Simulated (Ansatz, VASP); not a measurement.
**Two plane-wave programs on GaAs**

```
Ga As
1.0
     0.00000    2.83309    2.74809
     2.83309    0.00000    2.74809
     2.83309    2.83309    0.00000
Ga As
1 1
Direct
  0.00000 0.00000 0.00000
  0.25000 0.25000 0.25000
```

Change from the starting cell: uniaxial_z strain -3.0%.

Alike in both runs: task single point; functional PBE; k mesh 8 × 8 × 8; occupations fermi-dirac, width 0.02 eV; no spin polarisation.

|  | VASP | Ansatz |
| --- | --- | --- |
| version | VASP 6.6.1 | Ansatz 0.2.0 |
| potentials or method | VASP PAW PBE potentials, release 64 (Ga_d, As_d) | plane waves, PAW |
| plane-wave cutoff (eV) | 600 | 420 |
| valence electrons in the cell | 28 | 28 |

Ansatz gave:

```
pressure (GPa)                                                : 5.2
traceless stress, the component that is largest in VASP (GPa) : 1.13
```

Question: Which values does VASP return?

Answer: Pressure (GPa): 5.1; traceless stress, the component that is largest in VASP (GPa): 1.13.
